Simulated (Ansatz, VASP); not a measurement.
## MgB in VASP and in Ansatz

```
CELL_PARAMETERS angstrom
3.06812 0.00108 -0.00009
-1.53311 2.65535 0.00016
-0.00059 0.00070 13.48342
ATOMIC_POSITIONS crystal
Mg 0.33311 0.66686 0.34603
Mg 0.33289 0.66559 0.84602
Mg 0.66681 0.33389 0.15396
Mg 0.66654 0.33256 0.65398
B 0.66712 0.33409 0.48876
B 0.66669 0.33299 0.98874
B 0.33295 0.66643 0.01125
B 0.33389 0.66760 0.51125
```

Change from the starting cell: cell x2, atoms moved at random (sigma 0.1 Å) and cell strained at random (1.5 %), then relaxed without symmetry.

Alike in both runs: functional PBE; k mesh 12 × 12 × 2; occupations gaussian, width 0.2 eV; no spin polarisation.

Ansatz relaxed the structure, and its values are those at the end. VASP's run is a single point on that final structure, the one shown.

```csv
,VASP,Ansatz
version,VASP 6.6.1,Ansatz 0.2.0
potentials or method,"VASP PAW PBE potentials, release 64 (Mg, B), cutoff 600 eV","scalar-relativistic, plane waves, PAW"
valence electrons in the cell,20,52
```

|  | VASP | Ansatz | Ansatz less VASP |
| --- | --- | --- | --- |
| gap on the k mesh at the Fermi level (eV) | none | none | - |
| pressure (GPa) | -0.1 | 0.0 | +0.12 |
| rms of the force components (eV/Å) | 0.005 | 0.003 | -0.0015 |

A gap of «none» marks a metal or a gap that the smearing closes. VASP's potentials hold 20 valence electrons a cell and Ansatz's 52, so a difference there can come from the potentials and not from the codes.
